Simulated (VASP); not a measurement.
# Ni3Pt (Pm-3m) in VASP: a series of runs

Ni3Pt is run at these levels: LDA; tasks: single point.

All numbers are computed with VASP 6.6.1; they aren't measurements. Logs are shortened: lines on timing, memory, paths and dates and some standing lists are left out, and cuts for length are marked.

## 1. The cell of the first run

The structure is cubic, space group Pm-3m (No. 221). The conventional cell has a = 3.625 Å, b = 3.625 Å, c = 3.625 Å, α = 90.00°, β = 90.00°, γ = 90.00°. Ni (site symmetry 4/mmm) has 8 Ni at 2.56 Å and 4 Pt at 2.56 Å within 3.4 Å. Within 3.4 Å of Pt (site symmetry m-3m) lie 12 Ni at 2.56 Å.

## 2. Single point, LDA, collinear spin, ferromagnetic start

Input file INCAR:

```
PREC = Accurate
ENCUT = 520
EDIFF = 1E-6
ISMEAR = -1
SIGMA = 0.05
LREAL = F
LASPH = T
NELM = 150
ALGO = Normal
ISIF = 2
LWAVE = F
LCHARG = T
ISPIN = 2
MAGMOM = 0.332 0.332 0.332 0.134
LORBIT = 11
NUPDOWN = 1.13
LMAXMIX = 4
GGA = CA
LELF = T
LVHAR = T
NBANDS = 32
```

Input file KPOINTS:

```
Automatic mesh
0
Gamma
  9 9 9
```

Input file POSCAR:

```
Ni3Pt
1.0
    3.6245667900      0.0000000000      0.0000000000
    0.0000000000      3.6245667900      0.0000000000
    0.0000000000      0.0000000000      3.6245667900
Ni Pt
3 1
Direct
    0.5000000000      0.0000000000      0.5000000000
    0.0000000000      0.5000000000      0.5000000000
    0.5000000000      0.5000000000      0.0000000000
    0.0000000000      0.0000000000      0.0000000000
```

Potentials or basis: VASP PAW LDA potentials, release 64 (Ni, Pt).

Command:

```console
$ cat potpaw_LDA.64/Ni/POTCAR potpaw_LDA.64/Pt/POTCAR > POTCAR
$ mpirun -np 1 vasp_std > vasp.out
```

OUTCAR:

```text
PREC = Accurate
   ENCUT = 520
   EDIFF = 1E-6
   ISMEAR = -1
   LREAL = F
   LASPH = T
   NELM = 150
   ISIF = 2
   ISPIN = 2
   LORBIT = 11
   NUPDOWN = 1.13
   GGA = CA

 ion  position               nearest neighbor table
   1  0.500  0.000  0.500-   2 2.56   3 2.56   4 2.56   3 2.56   4 2.56   2 2.56   3 2.56   3 2.56
                             2 2.56   4 2.56   4 2.56   2 2.56
   2  0.000  0.500  0.500-   1 2.56   3 2.56   4 2.56   3 2.56   4 2.56   1 2.56   4 2.56   4 2.56
                             1 2.56   3 2.56   3 2.56   1 2.56
   3  0.500  0.500  0.000-   1 2.56   2 2.56   4 2.56   1 2.56   2 2.56   1 2.56   4 2.56   1 2.56
                             2 2.56   4 2.56   2 2.56   4 2.56
   4  0.000  0.000  0.000-   1 2.56   2 2.56   3 2.56   1 2.56   2 2.56   2 2.56   3 2.56   2 2.56
                             1 2.56   3 2.56   1 2.56   3 2.56

  LATTYP: Found a simple cubic cell.
 ALAT       =     3.6245667900

  Lattice vectors:

 A1 = (   3.6245667900,   0.0000000000,   0.0000000000)
 A2 = (   0.0000000000,   3.6245667900,   0.0000000000)
 A3 = (   0.0000000000,   0.0000000000,   3.6245667900)

Analysis of symmetry for initial positions (statically):
=====================================================================
 Subroutine PRICEL returns:
 Original cell was already a primitive cell.

 Routine SETGRP: Setting up the symmetry group for a
 simple cubic supercell.

 Subroutine GETGRP returns: Found 48 space group operations
 (whereof 48 operations were pure point group operations)
 out of a pool of 48 trial point group operations.

The static configuration has the point symmetry O_h .

Analysis of symmetry for dynamics (positions and initial velocities):
=====================================================================
 Subroutine PRICEL returns:
 Original cell was already a primitive cell.

 Routine SETGRP: Setting up the symmetry group for a
 simple cubic supercell.

 Subroutine GETGRP returns: Found 48 space group operations
 (whereof 48 operations were pure point group operations)
 out of a pool of 48 trial point group operations.

The dynamic configuration has the point symmetry O_h .

Analysis of structural, dynamic, and magnetic symmetry:
=====================================================================
 Subroutine PRICEL returns:
 Original cell was already a primitive cell.

 Routine SETGRP: Setting up the symmetry group for a
 simple cubic supercell.

 Subroutine GETGRP returns: Found 48 space group operations
[... 129 lines left out ...]
  Fermi-wavevector in a.u.,A,eV,Ry     =   1.544681  2.919023 32.464024  2.386038
  Thomas-Fermi vector in A             =   2.650167
   LORBIT       =     11    0 simple, 1 ext, 2 COOP (PROOUT), +10 PAW based schemes
   GGA     = CA    functional components
   LHFCALC =     F    Hartree Fock is set to
   AEXX    =    0.0000 exact exchange contribution
   IVDW    =     0    specifies the selected vdW correction
   LEPSILON=     F    determine dielectric tensor
   LRPA    =     F    only Hartree local field effects (RPA)
 spin polarized calculation
  energy-cutoff  :      520.00
  volume of cell :       47.62
 maximum number of plane-waves:      1309
 NGX is ok and might be reduce to    28
   NGX = 13   NGY = 13   NGZ = 13

 number of electron      40.0000058 magnetization       1.1300002

 Free energy of the ion-electron system (eV)
  ---------------------------------------------------
  ext. energy  EPLUGINS =         0.00000000
  ---------------------------------------------------
  free energy    TOTEN  =       -27.38486837 eV

  energy without entropy =      -27.30760354  energy(sigma->0) =      -27.34623595

 E-fermi :   9.7154     XC(G=0): -13.6393

 val. band max:        9.7137836477   @ k =   0.4444   0.2222   0.0000
 cond. band min:       9.6454062044   @ k =   0.0000   0.0000   0.0000
 fundamental gap:     -0.0683774433
 Fermi energy:         9.6412846817

 spin component 1

 k-point     1 :       0.0000    0.0000    0.0000
  band No.  band energies     occupation
      1       0.2968      1.00000
      2       3.7836      1.00000
      3       3.7836      1.00000
      4       4.7654      1.00000
      5       4.7654      1.00000
      6       4.7654      1.00000
[... 829 lines left out ...]
     31      25.5068      0.00000
     32      26.3565      0.00000

 [... further k-points ...]

 spin component 2

 k-point     1 :       0.0000    0.0000    0.0000
  band No.  band energies     occupation
      1       0.3198      1.00000
      2       3.8796      1.00000
      3       3.8796      1.00000
      4       4.9286      1.00000
      5       4.9286      1.00000
      6       4.9286      1.00000
[... 829 lines left out ...]
     31      25.5748      0.00000
     32      26.4226      0.00000

 [... further k-points ...]
[... 5 lines left out ...]
  --------------------------------------------------------------------------------------
  -------------------------------------------------------------------------------------
  Total       -3.7696100     -3.7696100     -3.7696100     -0.0000000     -0.0000000      0.0000000
  in kB     -126.8348730   -126.8348730   -126.8348730     -0.0000000     -0.0000000      0.0000000
  external PRESSURE =    -126.8348730 kB  Pullay stress =       0.0000000 kB

 VOLUME and BASIS-vectors are now :
 -----------------------------------------------------------------------------
  energy-cutoff  :      520.00
  volume of cell :       47.62
      direct lattice vectors                 reciprocal lattice vectors
     3.624566790  0.000000000  0.000000000     0.275895040  0.000000000  0.000000000
     0.000000000  3.624566790  0.000000000     0.000000000  0.275895040  0.000000000
     0.000000000  0.000000000  3.624566790     0.000000000  0.000000000  0.275895040

 POSITION                                       TOTAL-FORCE (eV/Angst)
 -----------------------------------------------------------------------------------
      1.81228      0.00000      1.81228         0.000000      0.000000      0.000000
      0.00000      1.81228      1.81228         0.000000      0.000000      0.000000
      1.81228      1.81228      0.00000         0.000000      0.000000      0.000000
      0.00000      0.00000      0.00000         0.000000      0.000000      0.000000
 -----------------------------------------------------------------------------------
    total drift:                                0.000000      0.000000      0.000000

  FREE ENERGIE OF THE ION-ELECTRON SYSTEM (eV)
  ---------------------------------------------------
  free  energy   TOTEN  =       -27.3848683672 eV

  energy  without entropy=      -27.3076035397  energy(sigma->0) =      -27.34623595

 total charge

# of ion       s       p       d       tot
------------------------------------------
    1        0.469   0.486   8.346   9.302
    2        0.469   0.486   8.346   9.302
    3        0.469   0.486   8.346   9.302
    4        0.745   0.665   8.045   9.455
--------------------------------------------------
tot          2.154   2.125  33.082  37.360

 magnetization (x)

# of ion       s       p       d       tot
------------------------------------------
    1       -0.002  -0.007   0.343   0.334
    2       -0.002  -0.007   0.343   0.334
    3       -0.002  -0.007   0.343   0.334
    4       -0.004  -0.014   0.154   0.137
--------------------------------------------------
tot         -0.011  -0.036   1.185   1.138
```

Wall time 38 s (1 thread of AMD EPYC 9R45 (Zen 5), shared host); peak memory 0.18 GiB.

What came out:

| Quantity | Value |
| --- | --- |
| Free energy | -27.3849 eV |
| Pressure | -12.7 GPa |
| Net moment | 1.13 μB per cell |
| Site moments | Ni +0.33; Pt +0.14 μB |
| Valence electrons inside the program's atomic spheres | Ni 9.30; Pt 9.46 |

Caveat: the cell stands under tension; spin-orbit coupling is left out, which moves the levels of the heavy elements; the total moment is fixed, so each spin has its own Fermi level.

## 3. Single point, LDA, collinear spin, ferromagnetic start

Input file INCAR:

```
ALGO = Normal
EDIFF = 1E-6
ENCUT = 520
GGA = CA
ISIF = 2
ISMEAR = -1
ISPIN = 2
LASPH = T
LCHARG = F
LMAXMIX = 4
LORBIT = 11
LREAL = F
LWAVE = F
MAGMOM = 0.465 0.465 0.465 0.185
NBANDS = 32
NELM = 150
NUPDOWN = 1.58
PREC = Accurate
SIGMA = 0.05
```

Input file KPOINTS:

```
k-points
0
Gamma
  9 9 9
```

POSCAR is that of step 2.

Potentials or basis: VASP PAW LDA potentials, release 64 (Ni, Pt).

Command:

```console
$ cat potpaw_LDA.64/Ni/POTCAR potpaw_LDA.64/Pt/POTCAR > POTCAR
$ mpirun -np 1 vasp_std > vasp.out
```

OUTCAR:

```text
EDIFF = 1E-6
   ENCUT = 520
   GGA = CA
   ISIF = 2
   ISMEAR = -1
   ISPIN = 2
   LASPH = T
   LORBIT = 11
   LREAL = F
   NELM = 150
   NUPDOWN = 1.58
   PREC = Accurate

 ion  position               nearest neighbor table
   1  0.500  0.000  0.500-   2 2.56   3 2.56   4 2.56   3 2.56   4 2.56   2 2.56   3 2.56   3 2.56
                             2 2.56   4 2.56   4 2.56   2 2.56
   2  0.000  0.500  0.500-   1 2.56   3 2.56   4 2.56   3 2.56   4 2.56   1 2.56   4 2.56   4 2.56
                             1 2.56   3 2.56   3 2.56   1 2.56
   3  0.500  0.500  0.000-   1 2.56   2 2.56   4 2.56   1 2.56   2 2.56   1 2.56   4 2.56   1 2.56
                             2 2.56   4 2.56   2 2.56   4 2.56
   4  0.000  0.000  0.000-   1 2.56   2 2.56   3 2.56   1 2.56   2 2.56   2 2.56   3 2.56   2 2.56
                             1 2.56   3 2.56   1 2.56   3 2.56

  LATTYP: Found a simple cubic cell.
 ALAT       =     3.6245667900

  Lattice vectors:

 A1 = (   3.6245667900,   0.0000000000,   0.0000000000)
 A2 = (   0.0000000000,   3.6245667900,   0.0000000000)
 A3 = (   0.0000000000,   0.0000000000,   3.6245667900)

Analysis of symmetry for initial positions (statically):
=====================================================================
 Subroutine PRICEL returns:
 Original cell was already a primitive cell.

 Routine SETGRP: Setting up the symmetry group for a
 simple cubic supercell.

 Subroutine GETGRP returns: Found 48 space group operations
 (whereof 48 operations were pure point group operations)
 out of a pool of 48 trial point group operations.

The static configuration has the point symmetry O_h .

Analysis of symmetry for dynamics (positions and initial velocities):
=====================================================================
 Subroutine PRICEL returns:
 Original cell was already a primitive cell.

 Routine SETGRP: Setting up the symmetry group for a
 simple cubic supercell.

 Subroutine GETGRP returns: Found 48 space group operations
 (whereof 48 operations were pure point group operations)
 out of a pool of 48 trial point group operations.

The dynamic configuration has the point symmetry O_h .

Analysis of structural, dynamic, and magnetic symmetry:
=====================================================================
 Subroutine PRICEL returns:
 Original cell was already a primitive cell.

 Routine SETGRP: Setting up the symmetry group for a
 simple cubic supercell.

 Subroutine GETGRP returns: Found 48 space group operations
 (whereof 48 operations were pure point group operations)
 out of a pool of 48 trial point group operations.

The overall configuration has the point symmetry O_h .

 Subroutine INISYM returns: Found 48 space group operations
 (whereof 48 operations are pure point group operations),
 and found     1 'primitive' translations

----------------------------------------------------------------------------------------

                                     Primitive cell

  volume of cell :      47.6177

[... 81 lines left out ...]
   NGXF,Y,Z  is equivalent  to a cutoff of  25.69, 25.69, 25.69 a.u.
 SYSTEM =  unknown system
   PREC   = accura    normal or accurate (medium, high low for compatibility)
   ISTART =      0    job   : 0-new  1-cont  2-samecut
   ICHARG =      2    charge: 1-file 2-atom 10-const
   ISPIN  =      2    spin polarized calculation?
   LNONCOLLINEAR =      F non collinear calculations
   LSORBIT =      F    spin-orbit coupling
   LASPH  =      T    aspherical Exc in radial PAW
   ENCUT  =  520.0 eV  38.22 Ry    6.18 a.u.   6.74  6.74  6.74*2*pi/ulx,y,z
   NELM   =    150;   NELMIN=  2; NELMDL= -5     # of ELM steps
   EDIFF  = 0.1E-05   stopping-criterion for ELM
   LREAL  =      F    real-space projection
   EDIFFG = 0.1E-04   stopping-criterion for IOM
   NSW    =      0    number of steps for IOM
   IBRION =     -1    ionic relax: 0-MD 1-quasi-New 2-CG
   NFREE  =      0    steps in history (QN), initial steepest desc. (CG)
   ISIF   =      2    stress and relaxation
   ISYM   =      2    0-nonsym 1-usesym 2-fastsym
   POTIM  = 0.5000    time-step for ionic-motion
   TEBEG  =    0.0;   TEEND  =   0.0 temperature during run
   PSTRESS=    0.0 pullay stress
   NELECT =      40.0000    total number of electrons
   NUPDOWN=       1.5800    fix difference up-down
   EMIN   =  10.00;   EMAX   =-10.00  energy-range for DOS
   EFERMI =   0.00;   METHOD = LEGACY
   ISMEAR =    -1;   SIGMA  =   0.05  broadening in eV -4-tet -1-fermi 0-gaus
   EFERMI_NEDOS =   21; number of points for ismear=-14 and -15
   IALGO  =     38    algorithm
   IMIX   =      4    mixing-type and parameters
     AMIX     =   0.40;   BMIX     =  1.00
     AMIX_MAG =   1.60;   BMIX_MAG =  1.00
  volume/ion in A,a.u.               =      11.90        80.34
  Fermi-wavevector in a.u.,A,eV,Ry     =   1.544681  2.919023 32.464024  2.386038
  Thomas-Fermi vector in A             =   2.650167
   LORBIT       =     11    0 simple, 1 ext, 2 COOP (PROOUT), +10 PAW based schemes
   GGA     = CA    functional components
   LHFCALC =     F    Hartree Fock is set to
   AEXX    =    0.0000 exact exchange contribution
   IVDW    =     0    specifies the selected vdW correction
   LEPSILON=     F    determine dielectric tensor
   LRPA    =     F    only Hartree local field effects (RPA)
 spin polarized calculation
  energy-cutoff  :      520.00
  volume of cell :       47.62
 maximum number of plane-waves:      1309
 NGX is ok and might be reduce to    28
   NGX = 13   NGY = 13   NGZ = 13

 number of electron      40.0000059 magnetization       1.5800003

 Free energy of the ion-electron system (eV)
  ---------------------------------------------------
  ext. energy  EPLUGINS =         0.00000000
  ---------------------------------------------------
  free energy    TOTEN  =       -27.40244126 eV

  energy without entropy =      -27.33138470  energy(sigma->0) =      -27.36691298

 E-fermi :   9.7258     XC(G=0): -13.6394

 val. band max:        9.7184489538   @ k =   0.3333   0.3333   0.3333
 cond. band min:       9.6564642746   @ k =   0.4444   0.1111   0.1111
 fundamental gap:     -0.0619846792
 Fermi energy:         9.6476937836

 spin component 1

 k-point     1 :       0.0000    0.0000    0.0000
  band No.  band energies     occupation
      1       0.2924      1.00000
      2       3.7710      1.00000
      3       3.7710      1.00000
      4       4.7373      1.00000
      5       4.7373      1.00000
      6       4.7373      1.00000
[... 829 lines left out ...]
     31      25.4904      0.00000
     32      26.3397      0.00000

 [... further k-points ...]

 spin component 2

 k-point     1 :       0.0000    0.0000    0.0000
  band No.  band energies     occupation
      1       0.3274      1.00000
      2       3.9091      1.00000
      3       3.9091      1.00000
      4       4.9685      1.00000
      5       4.9685      1.00000
      6       4.9685      1.00000
[... 829 lines left out ...]
     31      25.5870      0.00000
     32      26.4340      0.00000

 [... further k-points ...]
[... 5 lines left out ...]
  --------------------------------------------------------------------------------------
  -------------------------------------------------------------------------------------
  Total       -3.6161881     -3.6161881     -3.6161881      0.0000000      0.0000000     -0.0000000
  in kB     -121.6727376   -121.6727376   -121.6727376      0.0000000      0.0000000     -0.0000000
  external PRESSURE =    -121.6727376 kB  Pullay stress =       0.0000000 kB

 VOLUME and BASIS-vectors are now :
 -----------------------------------------------------------------------------
  energy-cutoff  :      520.00
  volume of cell :       47.62
      direct lattice vectors                 reciprocal lattice vectors
     3.624566790  0.000000000  0.000000000     0.275895040  0.000000000  0.000000000
     0.000000000  3.624566790  0.000000000     0.000000000  0.275895040  0.000000000
     0.000000000  0.000000000  3.624566790     0.000000000  0.000000000  0.275895040

 POSITION                                       TOTAL-FORCE (eV/Angst)
 -----------------------------------------------------------------------------------
      1.81228      0.00000      1.81228         0.000000      0.000000      0.000000
      0.00000      1.81228      1.81228         0.000000      0.000000      0.000000
      1.81228      1.81228      0.00000         0.000000      0.000000      0.000000
      0.00000      0.00000      0.00000         0.000000      0.000000      0.000000
 -----------------------------------------------------------------------------------
    total drift:                                0.000000      0.000000      0.000000

  FREE ENERGIE OF THE ION-ELECTRON SYSTEM (eV)
  ---------------------------------------------------
  free  energy   TOTEN  =       -27.4024412559 eV

  energy  without entropy=      -27.3313847046  energy(sigma->0) =      -27.36691298

 total charge

# of ion       s       p       d       tot
------------------------------------------
    1        0.471   0.487   8.342   9.300
    2        0.471   0.487   8.342   9.300
    3        0.471   0.487   8.342   9.300
    4        0.745   0.665   8.050   9.460
--------------------------------------------------
tot          2.157   2.127  33.076  37.360

 magnetization (x)

# of ion       s       p       d       tot
------------------------------------------
    1       -0.003  -0.009   0.475   0.463
    2       -0.003  -0.009   0.475   0.463
    3       -0.003  -0.009   0.475   0.463
    4       -0.004  -0.018   0.222   0.200
--------------------------------------------------
tot         -0.012  -0.046   1.647   1.589
```

OSZICAR:

```text
N       E                     dE             d eps       ncg     rms          rms(c)
DAV:   1     0.274570921203E+03    0.27457E+03   -0.17742E+04  4632   0.166E+03
DAV:   2    -0.120916718350E+02   -0.28666E+03   -0.26681E+03  4528   0.336E+02
DAV:   3    -0.307002683319E+02   -0.18609E+02   -0.17883E+02  5200   0.103E+02
DAV:   4    -0.310290566879E+02   -0.32879E+00   -0.32843E+00  5048   0.133E+01
DAV:   5    -0.310408853283E+02   -0.11829E-01   -0.11828E-01  5728   0.216E+00    0.218E+01
DAV:   6    -0.310863169662E+02   -0.45432E-01   -0.23205E+01  5056   0.870E+01    0.210E+01
DAV:   7    -0.278484588756E+02    0.32379E+01   -0.26481E+01  5584   0.688E+01    0.821E+00
DAV:   8    -0.274618152546E+02    0.38664E+00   -0.68816E-01  6552   0.103E+01    0.316E+00
DAV:   9    -0.274065163751E+02    0.55299E-01   -0.10911E-01  6936   0.433E+00    0.845E-01
DAV:  10    -0.274033950154E+02    0.31214E-02   -0.17204E-02  4936   0.135E+00    0.327E-01
DAV:  11    -0.274026319350E+02    0.76308E-03   -0.16167E-03  5448   0.337E-01    0.128E-01
DAV:  12    -0.274024407720E+02    0.19116E-03   -0.31609E-04  6440   0.250E-01    0.484E-02
DAV:  13    -0.274024429929E+02   -0.22209E-05   -0.37912E-05  5192   0.617E-02    0.272E-02
DAV:  14    -0.274024416631E+02    0.13298E-05   -0.10394E-06  3288   0.968E-03    0.102E-02
DAV:  15    -0.274024412559E+02    0.40724E-06   -0.82534E-07  2608   0.176E-02
   1 F= -.27402441E+02 E0= -.27366913E+02  d E =-.710566E-01  mag=     1.5800
```

stdout:

```text
POSCAR found type information on POSCAR NiPt
 POSCAR found :  2 types and       4 ions
 scaLAPACK will be used
 LDA part: xc-table for (Slater(with rela. corr.)+CA(PZ))
 , standard interpolation
 POSCAR, INCAR and KPOINTS ok, starting setup
 FFT: planning ... GRIDC
 FFT: planning ... GRID_SOFT
 FFT: planning ... GRID
 WAVECAR not read
 entering main loop
```

Wall time 55 s (1 thread of AMD EPYC 9R45 (Zen 5), shared host); peak memory 0.17 GiB.

What came out:

| Quantity | Value |
| --- | --- |
| Free energy | -27.4024 eV |
| Pressure | -12.2 GPa |
| Net moment | 1.58 μB per cell |
| Site moments | Ni +0.46; Pt +0.20 μB |
| Valence electrons inside the program's atomic spheres | Ni 9.30; Pt 9.46 |

Caveat: the cell stands under tension; spin-orbit coupling is left out, which moves the levels of the heavy elements; the total moment is fixed, so each spin has its own Fermi level.
